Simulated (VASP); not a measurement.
Input of a VASP 6.6.1 run:

INCAR

```
SYSTEM = WSe2
ALGO = Normal ; EDIFF = 1E-8
ENCUT = 520 ; GGA = PE
ISIF = 2 ; ISMEAR = -1
LASPH = .TRUE. ; LCHARG = .FALSE.
LEFG = .TRUE. ; LREAL = .FALSE.
LWAVE = .FALSE. ; NBANDS = 35
NELM = 100 ; PREC = Accurate
SIGMA = 0.08
```

The input KPOINTS:

```
k-points
0
G
  11 11 3
  0 0 0
```

The input POSCAR:

```
WSe2
1.0
    3.2899984505      0.0000000000      0.0000000000
   -1.6449992252      2.8492222365      0.0000000000
    0.0000000000      0.0000000000     12.8403000000
W Se
2 4
Direct
    0.3333333333      0.6666666667      0.2500000000
    0.6666666667      0.3333333333      0.7500000000
    0.3333333333      0.6666666667      0.6210000000
    0.6666666667      0.3333333333      0.1210000000
    0.3333333333      0.6666666667      0.8790000000
    0.6666666667      0.3333333333      0.3790000000
```

Potentials or basis: VASP PAW PBE potentials, release 64 (W_sv, Se).

Launch:

```sh
$ cat potpaw_PBE.64/W_sv/POTCAR potpaw_PBE.64/Se/POTCAR > POTCAR
$ mpirun -np 1 vasp_std > vasp.out
```

(1) Estimate the band gap on the k mesh.

(2) Estimate the pressure.

Results:

(1) 0.91 eV (least direct gap 1.71 eV).

(2) 5.7 GPa.

Caveat: the cell differs from its parent crystal (zz strain of -1 %); the cell stands under pressure; without QUAD_EFG the Cq values of the log hold for a quadrupole moment of 1 mb, not for the nuclei; spin-orbit coupling is left out, which moves the levels of the heavy elements; an odd mesh through Γ misses points on the zone boundary, where band edges can lie; this functional lacks dispersion, which binds the layers, so the pressure and a relaxed spacing across them are unreliable.
